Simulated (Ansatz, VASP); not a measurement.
# One calculation of Sb, two programs

INCAR

```
SYSTEM = Sb
PREC = Accurate
ENCUT = 520
EDIFF = 1E-6
ISMEAR = 0
SIGMA = 0.15
LREAL = .False.
LASPH = .True.
NELM = 100
ALGO = Normal
ISIF = 2
LWAVE = .False.
LCHARG = .False.
GGA = PE
IVDW = 12
NBANDS = 12
```

KPOINTS

```
Automatic mesh
0
Gamma
  15 15 15
  0 0 0
```

POSCAR

```
Sb
1.0
    2.2703182135      1.3107688317      3.3595552717
   -2.2703182135      1.3107688317      3.3595552717
    0.0000000000     -2.6215376634      3.3595552718
Sb
2
Direct
    0.2336400000      0.2336400000      0.2336400000
    0.7663600000      0.7663600000      0.7663600000
```

Input for Ansatz:

```yaml
crystal:
  lattice:
    - [2.2703182135, 1.3107688317, 3.3595552717]
    - [-2.2703182135, 1.3107688317, 3.3595552717]
    - [0.0, -2.6215376634, 3.3595552718]
  atoms:
    - { symbol: Sb, position: [0.23364, 0.23364, 0.23364] }
    - { symbol: Sb, position: [0.76636, 0.76636, 0.76636] }
basis:
  ecutwfc: 420
kpoints:
  mp_grid: { grid: [15, 15, 15] }
hamiltonian:
  xc: pbe
  dispersion: d3bj
scf:
  occupations: { method: gaussian, width: 0.15 }
output:
  forces: true
  stress: true
  eigenvalues: true
```

Alike in both runs: task single point; functional PBE; dispersion D3(BJ); k mesh 15 × 15 × 15; occupations gaussian, width 0.15 eV; no spin polarisation.

|  | VASP | Ansatz |
| --- | --- | --- |
| version | VASP 6.6.1 | Ansatz 0.2.0 |
| potentials or method | VASP PAW PBE potentials, release 64 (Sb), cutoff 520 eV | scalar-relativistic, plane waves, PAW |
| valence electrons in the cell | 10 | 30 |

```tsv
	VASP	Ansatz	Ansatz less VASP
gap on the k mesh at the Fermi level (eV)	none	none	-
pressure (GPa)	-1.0	-1.0	-0.03
traceless stress, the component that is largest in VASP (GPa)	3.04	3.11	+0.076
rms of the force components (eV/Å)	0.214	0.198	-0.0160
```

Atom by atom the forces differ by 0.016 eV/Å (rms over components). A gap of «none» marks a metal or a gap that the smearing closes. VASP's potentials hold 10 valence electrons a cell and Ansatz's 30, so a difference there can come from the potentials and not from the codes.

Spin-orbit coupling is off throughout.
